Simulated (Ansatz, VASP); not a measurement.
GaSbTeSe2 in VASP and in Ansatz

File INCAR:

```
  PREC = Accurate
  ENCUT = 520
  EDIFF = 1E-7
  ISMEAR = 0
  SIGMA = 0.1
  LREAL = False
  LASPH = True
  NELM = 60
  ALGO = Normal
  ISIF = 2
  LWAVE = False
  LCHARG = True
  GGA = PE
  LELF = True
  LVHAR = True
  NBANDS = 47
```

The input KPOINTS:

```
regular mesh
0
Gamma
  6 6 2
```

The input POSCAR:

```
GaSbTeSe2
1.0
    5.2391042700      0.0000000000      0.0000000000
   -2.6195521400      4.5371973900      0.0000000000
    0.0000000000      0.0000000000     10.1738318300
Ga Sb Te Se
2 2 2 4
Direct
    0.3333333300      0.6666666700      0.7500000000
    0.6666666700      0.3333333300      0.2500000000
    0.6666666700      0.3333333300      0.7500000000
    0.3333333300      0.6666666700      0.2500000000
    0.0000000000      0.0000000000      0.5000000000
    0.0000000000      0.0000000000      0.0000000000
    0.6666666700      0.3333333300      0.4364680100
    0.3333333300      0.6666666700      0.5635319900
    0.6666666700      0.3333333300      0.0635319900
    0.3333333300      0.6666666700      0.9364680100
```

Input for Ansatz:

```yaml
crystal:
  lattice:
    - [5.23910427, 0.0, 0.0]
    - [-2.61955214, 4.53719739, 0.0]
    - [0.0, 0.0, 10.17383183]
  atoms:
    - { symbol: Ga, position: [0.33333333, 0.66666667, 0.75] }
    - { symbol: Ga, position: [0.66666667, 0.33333333, 0.25] }
    - { symbol: Sb, position: [0.66666667, 0.33333333, 0.75] }
    - { symbol: Sb, position: [0.33333333, 0.66666667, 0.25] }
    - { symbol: Te, position: [0.0, 0.0, 0.5] }
    - { symbol: Te, position: [0.0, 0.0, 0.0] }
    - { symbol: Se, position: [0.66666667, 0.33333333, 0.43646801] }
    - { symbol: Se, position: [0.33333333, 0.66666667, 0.56353199] }
    - { symbol: Se, position: [0.66666667, 0.33333333, 0.06353199] }
    - { symbol: Se, position: [0.33333333, 0.66666667, 0.93646801] }
basis:
  ecutwfc: 420
kpoints:
  mp_grid: { grid: [6, 6, 2] }
hamiltonian:
  xc: pbe
scf:
  occupations: { method: gaussian, width: 0.1 }
  lower_state_search: "off"
output:
  forces: true
  stress: true
  eigenvalues: true
```

Change from the starting cell: species swapped into the PrNiSnH2 type (P6_3/mmc, No. 194).

Alike in both runs: task single point; functional PBE; k mesh 6 × 6 × 2; occupations gaussian, width 0.1 eV; no spin polarisation.

|  | VASP | Ansatz |
| --- | --- | --- |
| version | VASP 6.6.1 | Ansatz 0.2.0 |
| potentials or method | VASP PAW PBE potentials, release 64 (Ga_d, Sb, Te, Se), cutoff 520 eV | scalar-relativistic, plane waves, PAW |
| valence electrons in the cell | 72 | 152 |

```csv
,VASP,Ansatz,Ansatz less VASP
gap on the k mesh at the Fermi level (eV),none,none,-
pressure (GPa),22.8,22.6,-0.15
"traceless stress, the component that is largest in VASP (GPa)",38.34,37.98,-0.362
rms of the force components (eV/Å),4.237,4.195,-0.0422
```

Atom by atom the forces differ by 0.042 eV/Å (rms over components). A gap of «none» marks a metal or a gap that the smearing closes. The functional is the same, so the differences come from potentials, cutoffs and numerics. VASP's potentials hold 72 valence electrons a cell and Ansatz's 152, so a difference there can come from the potentials and not from the codes.

Spin-orbit coupling is off throughout.
